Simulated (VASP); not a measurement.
# CuO (F-43m) in VASP: further runs, part 2 of 2

VASP 6.6.1. The steps go on from the part before.

## Step 4: Relaxation of cell and atoms, r2SCAN+U

This run uses another cell than the first one, of 12.60 Å³/atom.

The input, POSCAR:

```
CuO
1.0
    0.0000000000      2.3272527300      2.3272527300
    2.3272527300      0.0000000000      2.3272527300
    2.3272527300      2.3272527300      0.0000000000
Cu O
1 1
Direct
    0.0000000000      0.0000000000      0.0000000000
    0.2500000000      0.2500000000      0.2500000000
```

The input, INCAR.step1:

```
PREC = Accurate
ENCUT = 600
ISMEAR = -1
SIGMA = 0.05
LREAL = F
LASPH = T
NELM = 150
LMAXMIX = 4
LDAU = T
LDAUTYPE = 2
LDAUL = 2 -1
LDAUU = 5.3 0
LDAUJ = 0 0
GGA = PE
ALGO = Normal
EDIFF = 1E-4
LWAVE = T
LCHARG = F
```

The input, INCAR.step2:

```
PREC = Accurate
ENCUT = 600
EDIFF = 1E-6
ISMEAR = -1
SIGMA = 0.05
LREAL = F
LASPH = T
NELM = 150
ALGO = Normal
ISIF = 3
LWAVE = F
LCHARG = F
LMAXMIX = 4
LDAU = T
LDAUTYPE = 2
LDAUL = 2 -1
LDAUU = 5.3 0
LDAUJ = 0 0
LDAUPRINT = 1
METAGGA = R2SCAN
LMIXTAU = T
IBRION = 2
NSW = 60
EDIFFG = -0.01
ISTART = 1
```

The input, KPOINTS:

```
Automatic mesh
0
Gamma
  10 10 10
```

Potentials or basis: VASP PAW PBE potentials, release 64 (Cu, O).

Run with:

```bash
cat potpaw_PBE.64/Cu/POTCAR potpaw_PBE.64/O/POTCAR > POTCAR
cp INCAR.step1 INCAR
mpirun -np 1 vasp_std > vasp.out
cp INCAR.step2 INCAR
mpirun -np 1 vasp_std > vasp.out
```

OUTCAR:

```text
PREC = Accurate
   ENCUT = 600
   EDIFF = 1E-6
   ISMEAR = -1
   LREAL = F
   LASPH = T
   NELM = 150
   ISIF = 3
   METAGGA = R2SCAN
   IBRION = 2
   NSW = 60
   EDIFFG = -0.01
   ISTART = 1

 ion  position               nearest neighbor table
   1  0.000  0.000  0.000-   2 2.02   2 2.02   2 2.02   2 2.02
   2  0.250  0.250  0.250-   1 2.02   1 2.02   1 2.02   1 2.02

  LATTYP: Found a face centered cubic cell.
 ALAT       =     4.6545054600

  Lattice vectors:

 A1 = (   0.0000000000,   2.3272527300,   2.3272527300)
 A2 = (   2.3272527300,   0.0000000000,   2.3272527300)
 A3 = (   2.3272527300,   2.3272527300,   0.0000000000)

[... 648 lines left out ...]
  o =  0.9668  v =  0.0000  0.0000  0.0000  0.0000  0.0000  0.0000  0.0000 -0.6728  0.0000  0.7399      0.0000  0.0000  0.0000  0.0000  0.0000  0.0000  0.0000  0.0000  0.0000  0.0000
  o =  0.9668  v =  0.0000  0.0000 -0.6728  0.0000  0.7399  0.0000  0.0000  0.0000  0.0000  0.0000      0.0000  0.0000  0.0000  0.0000  0.0000  0.0000  0.0000  0.0000  0.0000  0.0000

--------------------------------------- Ionic step        3  -------------------------------------------

 number of electron      16.9999992 magnetization

 Free energy of the ion-electron system (eV)
  ---------------------------------------------------
  ext. energy  EPLUGINS =         0.00000000
  ---------------------------------------------------
  free energy    TOTEN  =       -16.05588186 eV

  energy without entropy =      -16.03694173  energy(sigma->0) =      -16.04641179

 E-fermi :   3.6646     XC(G=0): -12.0333

 val. band max:        3.6618942208   @ k =   0.3000   0.2000   0.1000
 cond. band min:       3.6654780136   @ k =   0.3000   0.2000   0.0000
 fundamental gap:      0.0035837928
 Fermi energy:         3.6646333616

 k-point     1 :       0.0000    0.0000    0.0000
  band No.  band energies     occupation
      1     -16.2134      2.00000
      2      -1.8622      2.00000
      3      -1.8621      2.00000
      4      -1.8621      2.00000
      5       0.6215      2.00000
      6       0.6215      2.00000
      7       4.6045      0.00000
      8       4.6045      0.00000
      9       4.6045      0.00000
     10       5.9227      0.00000
     11      20.1510      0.00000
     12      20.1511      0.00000
[... 374 lines left out ...]
  FREE ENERGIE OF THE ION-ELECTRON SYSTEM (eV)
  ---------------------------------------------------
  free  energy   TOTEN  =       -16.0558818589 eV

  energy  without entropy=      -16.0369417254  energy(sigma->0) =      -16.04641179

 reached required accuracy - stopping structural energy minimisation
```

OUTCAR.step1:

```text
PREC = Accurate
   ENCUT = 600
   ISMEAR = -1
   LREAL = F
   LASPH = T
   NELM = 150
[... 583 lines left out ...]
 -----------------------------------------------------------------------------------
      0.00000      0.00000      0.00000         0.000000      0.000000     -0.000000
      1.16363      1.16363      1.16363        -0.000000     -0.000000      0.000000
 -----------------------------------------------------------------------------------
    total drift:                                0.000001      0.000001      0.000001

  FREE ENERGIE OF THE ION-ELECTRON SYSTEM (eV)
  ---------------------------------------------------
  free  energy   TOTEN  =        -7.6059673840 eV

  energy  without entropy=       -7.5842335093  energy(sigma->0) =       -7.59510045
```

OSZICAR.step1:

```text
N       E                     dE             d eps       ncg     rms          rms(c)
DAV:   1     0.127890579730E+03    0.12789E+03   -0.94756E+03  1144   0.225E+03
DAV:   2     0.396633099581E+01   -0.12392E+03   -0.11450E+03  1160   0.370E+02
DAV:   3    -0.915348119741E+01   -0.13120E+02   -0.12277E+02  1336   0.131E+02
DAV:   4    -0.949719988863E+01   -0.34372E+00   -0.34054E+00  1252   0.209E+01
DAV:   5    -0.950342209100E+01   -0.62222E-02   -0.62215E-02  1348   0.289E+00    0.938E+00
DAV:   6    -0.881697979718E+01    0.68644E+00   -0.19569E+01  1540   0.135E+02    0.808E+00
DAV:   7    -0.758156812126E+01    0.12354E+01   -0.50848E+00  1440   0.919E+01    0.149E+00
DAV:   8    -0.761251593871E+01   -0.30948E-01   -0.44271E-01  1160   0.755E+00    0.814E-01
DAV:   9    -0.760605140325E+01    0.64645E-02   -0.25085E-02  1868   0.522E+00    0.205E-01
DAV:  10    -0.760578970807E+01    0.26170E-03   -0.41364E-03  1720   0.197E+00    0.596E-02
DAV:  11    -0.760602974984E+01   -0.24004E-03   -0.10257E-03  1580   0.537E-01    0.691E-02
DAV:  12    -0.760596738402E+01    0.62366E-04   -0.91800E-05   608   0.168E-01
   1 F= -.76059674E+01 E0= -.75951004E+01  d E =-.217339E-01
```

It took 4.6 min on 1 thread of Intel Xeon 8259CL, shared host; peak memory 0.18 GiB.

What came out:

```
Free energy                           : -16.0559 eV
Relaxed volume                        : 10.87 Å³/atom
Relaxed cell                          : a = 3.133 Å, b = 3.133 Å, c = 3.133 Å, α = 60.00°, β = 60.00°, γ = 60.00°
Space group after relaxing (to 0.1 Å) : F-43m (No. 216)
Energy gained by relaxing             : 98.7 meV/atom
Ionic steps                           : 3
Pressure after relaxing               : 0.0 GPa
Band gap on the k mesh                : zero (an odd number of electrons rules out a gap without spin polarisation)
```

Step by step:
```csv
step,energy change (eV),largest force (eV/Å),pressure (GPa),volume (Å³)
1,0.0000,0.0000,-15.88,25.21
2,-0.1816,0.0000,6.38,20.92
3,-0.1974,0.0000,-0.05,21.74
```

Final structure:
```yaml
crystal:
  lattice:
    - [0.00000, 2.21513, 2.21513]
    - [2.21513, 0.00000, 2.21513]
    - [2.21513, 2.21513, 0.00000]
  atoms:
    - { symbol: Cu, position: [0.00000, 0.00000, 0.00000] }
    - { symbol: O, position: [0.25000, 0.25000, 0.25000] }
```

Levels at points of the mesh, in eV from the Fermi level:
| k point | band 5 | band 6 | band 7 | band 8 | band 9 | band 10 | band 11 | band 12 |
| --- | --- | --- | --- | --- | --- | --- | --- | --- |
| (0.00, 0.00, 0.00) | -3.04 | -3.04 | 0.94 | 0.94 | 0.94 | 2.26 | 16.49 | 16.49 |
| (0.50, 0.00, 0.00) | -2.85 | -2.85 | -2.36 | 0.00 | 0.00 | 7.79 | 9.34 | 15.69 |
| (0.50, 0.50, 0.00) | -2.82 | -2.80 | -1.95 | -1.39 | -1.39 | 7.00 | 12.24 | 12.64 |

Eigenvalues of the final occupation matrices:
```tsv
site	spin	trace	eigenvalues
site 1 d	1	4.66	0.91 0.91 0.91 0.97 0.97
site 1 d	2	4.66	0.91 0.91 0.91 0.97 0.97
```

Caveat: the PAW data sets were made with another functional, which shifts forces and pressure a little; an odd number of electrons without spin polarisation forces a metal; a magnetic or distorted state may lie lower; U without spin polarisation on a metal has little footing.

## Step 5: Single point, r2SCAN+U

This run uses another cell than the first one, of 12.60 Å³/atom.

POSCAR is that of step 4.

The input, INCAR.step1:

```
SYSTEM = CuO
PREC = Accurate
ENCUT = 520
ISMEAR = -1
SIGMA = 0.05
LREAL = .FALSE.
LASPH = .TRUE.
NELM = 150
LMAXMIX = 4
LDAU = .TRUE.
LDAUTYPE = 2
LDAUL = 2 -1
LDAUU = 4.5 0
LDAUJ = 0 0
NBANDS = 16
GGA = PE
ALGO = Normal
EDIFF = 1E-4
LWAVE = .TRUE.
LCHARG = .FALSE.
```

The input, INCAR.step2:

```
SYSTEM = CuO
PREC = Accurate
ENCUT = 520
EDIFF = 1E-7
ISMEAR = -1
SIGMA = 0.05
LREAL = .FALSE.
LASPH = .TRUE.
NELM = 150
ALGO = Normal
ISIF = 2
LWAVE = .FALSE.
LCHARG = .FALSE.
LMAXMIX = 4
LDAU = .TRUE.
LDAUTYPE = 2
LDAUL = 2 -1
LDAUU = 4.5 0
LDAUJ = 0 0
LDAUPRINT = 1
METAGGA = R2SCAN
LMIXTAU = .TRUE.
NBANDS = 16
ISTART = 1
```

The input, KPOINTS:

```
Automatic mesh
0
G
  10 10 10
  0 0 0
```

Potentials or basis: VASP PAW PBE potentials, release 64 (Cu, O).

Run with:

```bash
cat potpaw_PBE.64/Cu/POTCAR potpaw_PBE.64/O/POTCAR > POTCAR
cp INCAR.step1 INCAR
mpirun -np 1 vasp_std > vasp.out
cp INCAR.step2 INCAR
mpirun -np 1 vasp_std > vasp.out
```

OUTCAR:

```text
SYSTEM = CuO
   PREC = Accurate
   ENCUT = 520
   EDIFF = 1E-7
   ISMEAR = -1
   LREAL = .FALSE.
   LASPH = .TRUE.
   NELM = 150
   ISIF = 2
   METAGGA = R2SCAN
   ISTART = 1

 ion  position               nearest neighbor table
   1  0.000  0.000  0.000-   2 2.02   2 2.02   2 2.02   2 2.02
   2  0.250  0.250  0.250-   1 2.02   1 2.02   1 2.02   1 2.02

  LATTYP: Found a face centered cubic cell.
 ALAT       =     4.6545054600

  Lattice vectors:

 A1 = (   0.0000000000,   2.3272527300,   2.3272527300)
 A2 = (   2.3272527300,   0.0000000000,   2.3272527300)
 A3 = (   2.3272527300,   2.3272527300,   0.0000000000)

Analysis of symmetry for initial positions (statically):
=====================================================================
 Subroutine PRICEL returns:
 Original cell was already a primitive cell.

 Routine SETGRP: Setting up the symmetry group for a
 face centered cubic supercell.

 Subroutine GETGRP returns: Found 24 space group operations
 (whereof 24 operations were pure point group operations)
 out of a pool of 48 trial point group operations.

[... 197 lines left out ...]

 E-fermi :   2.1443     XC(G=0): -11.1660

 val. band max:        2.1387742598   @ k =  -0.1000   0.1000   0.0000
 cond. band min:       2.1557507123   @ k =   0.3000   0.2000   0.1000
 fundamental gap:      0.0169764525
 Fermi energy:         2.1443357828

 k-point     1 :       0.0000    0.0000    0.0000
  band No.  band energies     occupation
      1     -16.7505      2.00000
      2      -2.3685      2.00000
      3      -2.3685      2.00000
      4      -2.3685      2.00000
      5      -0.3854      2.00000
      6      -0.3854      2.00000
[... 433 lines left out ...]
      3      -1.8059      2.00000
      4      -1.7944      2.00000
      5      -0.3994      2.00000
      6      -0.2355      2.00000
[... 8 lines left out ...]
     15      25.5879      0.00000
     16      27.3423      0.00000

 [... further k-points ...]

------------------------ aborting loop because EDIFF is reached ----------------------------------------

  FORCE on cell =-STRESS in cart. coord.  units (eV):
  Direction    XX          YY          ZZ          XY          YZ          ZX
  --------------------------------------------------------------------------------------
  -------------------------------------------------------------------------------------
  Total       -2.4479417     -2.4479417     -2.4479417     -0.0000000     -0.0000000     -0.0000000
  in kB     -155.5790144   -155.5790144   -155.5790144     -0.0000000     -0.0000000     -0.0000000
  external PRESSURE =    -155.5790144 kB  Pullay stress =       0.0000000 kB

 VOLUME and BASIS-vectors are now :
 -----------------------------------------------------------------------------
  energy-cutoff  :      520.00
  volume of cell :       25.21
      direct lattice vectors                 reciprocal lattice vectors
     0.000000000  2.327252730  2.327252730    -0.214845596  0.214845596  0.214845596
     2.327252730  0.000000000  2.327252730     0.214845596 -0.214845596  0.214845596
     2.327252730  2.327252730  0.000000000     0.214845596  0.214845596 -0.214845596

 POSITION                                       TOTAL-FORCE (eV/Angst)
 -----------------------------------------------------------------------------------
      0.00000      0.00000      0.00000        -0.000000     -0.000000     -0.000000
      1.16363      1.16363      1.16363         0.000000      0.000000      0.000000
 -----------------------------------------------------------------------------------
    total drift:                                0.000048      0.000048      0.000048

  FREE ENERGIE OF THE ION-ELECTRON SYSTEM (eV)
  ---------------------------------------------------
  free  energy   TOTEN  =       -16.1162552109 eV

  energy  without entropy=      -16.0945209897  energy(sigma->0) =      -16.10538810
```

OSZICAR.step1:

```text
N       E                     dE             d eps       ncg     rms          rms(c)
DAV:   1     0.990209574615E+02    0.99021E+02   -0.82152E+03  1592   0.151E+03
DAV:   2    -0.342535801057E+01   -0.10245E+03   -0.91274E+02  1648   0.282E+02
DAV:   3    -0.983821967199E+01   -0.64129E+01   -0.61124E+01  1824   0.722E+01
DAV:   4    -0.991826090793E+01   -0.80041E-01   -0.79987E-01  1744   0.808E+00
DAV:   5    -0.991968796829E+01   -0.14271E-02   -0.14270E-02  1920   0.114E+00    0.971E+00
DAV:   6    -0.918791818220E+01    0.73177E+00   -0.15265E+01  2016   0.101E+02    0.843E+00
DAV:   7    -0.786291049166E+01    0.13250E+01   -0.44893E+00  1936   0.707E+01    0.150E+00
DAV:   8    -0.787497279254E+01   -0.12062E-01   -0.28458E-01  1664   0.537E+00    0.859E-01
DAV:   9    -0.786661088969E+01    0.83619E-02   -0.20988E-02  2440   0.383E+00    0.214E-01
DAV:  10    -0.786636976753E+01    0.24112E-03   -0.36852E-03  2408   0.150E+00    0.516E-02
DAV:  11    -0.786654972459E+01   -0.17996E-03   -0.68526E-04  2312   0.572E-01    0.586E-02
DAV:  12    -0.786649584740E+01    0.53877E-04   -0.10847E-04   904   0.298E-01
   1 F= -.78664958E+01 E0= -.78555280E+01  d E =-.219357E-01
```

Wall time 44 s (1 thread of Intel Xeon Platinum 8375C at 2.90GHz (Ice Lake), shared host); peak memory 0.15 GiB.

What came out:

```
Free energy            : -16.1163 eV
Pressure               : -15.6 GPa
Band gap on the k mesh : zero (an odd number of electrons rules out a gap without spin polarisation)
```

Levels at points of the mesh, in eV from the Fermi level:
```
           k point  band 6  band 7  band 8  band 9  band 10  band 11  band 12  band 13
(0.00, 0.00, 0.00)   -2.53    0.78    0.78    0.78     1.92    15.37    15.37    15.37
(0.50, 0.00, 0.00)   -2.37   -1.98    0.02    0.02     7.04     8.65    14.78    14.78
(0.50, 0.50, 0.00)   -2.30   -1.67   -1.12   -1.12     6.74    10.67    12.17    15.57
```

Eigenvalues of the final occupation matrices:
```csv
site,spin,trace,eigenvalues
site 1 d,1,4.64,0.90 0.90 0.90 0.96 0.96
site 1 d,2,4.64,0.90 0.90 0.90 0.96 0.96
```

Caveat: the cell stands under tension; the PAW data sets were made with another functional, which shifts forces and pressure a little; an odd number of electrons without spin polarisation forces a metal; a magnetic or distorted state may lie lower; U without spin polarisation on a metal has little footing.

## Step 6: The runs side by side

| task | level | U | cell | cutoff (eV) | gap on the mesh (eV) | pressure (GPa) | relaxed volume (Å³/atom) |
| --- | --- | --- | --- | --- | --- | --- | --- |
| single point | PBE | - | a = 3.247 Å, angles 60.0°, 2 atoms | 600 | none | -5.0 | - |
| relaxation of cell and atoms | r2SCAN | - | relaxed from a = 3.291 Å, angles 60.0°, 2 atoms | 600 | none | -0.1 | 11.16 |
| relaxation of cell and atoms | r2SCAN+U | Cu d U = 5.3 eV | relaxed from a = 3.291 Å, angles 60.0°, 2 atoms | 600 | none | 0.0 | 10.87 |
| single point | r2SCAN+U | Cu d U = 4.5 eV | a = 3.291 Å, angles 60.0°, 2 atoms | 520 | none | -15.6 | - |

Alike in all rows: potentials or basis VASP PAW PBE potentials, release 64 (Cu, O); no spin polarisation; k mesh 10 × 10 × 10; smearing fermi-dirac 0.05 eV.

Caveats: an odd number of electrons without spin polarisation forces a metal; a magnetic or distorted state may lie lower; the PAW data sets were made with another functional, which shifts forces and pressure a little (at least some runs); the cell stands under tension (at least some runs); semilocal functionals often make such compounds metallic where correlation or magnetic order opens a gap, which also shifts bond lengths (at least some runs); U without spin polarisation on a metal has little footing (at least some runs).

Absolute energies hang on the potentials; compare differences alone.
